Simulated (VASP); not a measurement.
Pt:

```xyz
1
Lattice="0.0000 1.9609 1.9609 1.9609 0.0000 1.9609 1.9609 1.9609 0.0000" Properties=species:S:1:pos:R:3 pbc="T T T"
Pt    0.0000    0.0000    0.0000
```

* Program: VASP 6.6.1
* Task: relaxation of cell and atoms
* Functional: revPBE
* Dispersion: D3(BJ)
* Potentials or basis: VASP PAW PBE potentials, release 64 (Pt)
* Cutoff: 600 eV
* k mesh: 12 × 12 × 12
* Occupations: fermi-dirac, width 0.05 eV
* Spin: no spin polarisation

At the start: pressure -3.6 GPa; volume 15.08 Å³/atom.

Question: How do energy, volume and symmetry change on relaxing?

Answer: Over 3 steps the energy falls by 2.2 meV/atom and the volume is 14.89 Å³/atom (-1.2 %); space group Fm-3m (No. 225, to 0.05 Å).

Step by step:
```
step  energy change (eV)  largest force (eV/Å)  pressure (GPa)  volume (Å³)
   1              0.0000                0.0000           -3.56        15.08
   2              0.0161                0.0000           11.57        14.36
   3             -0.0022                0.0000           -0.04        14.89
```

Final structure:
```
CELL_PARAMETERS angstrom
0.00000 1.95270 1.95270
1.95270 0.00000 1.95270
1.95270 1.95270 0.00000
ATOMIC_POSITIONS crystal
Pt 0.00000 0.00000 0.00000
```

Caveat: the PAW data sets were made with another functional, which shifts forces and pressure a little; pairwise dispersion overbinds metals, which lowers pressure and volume.
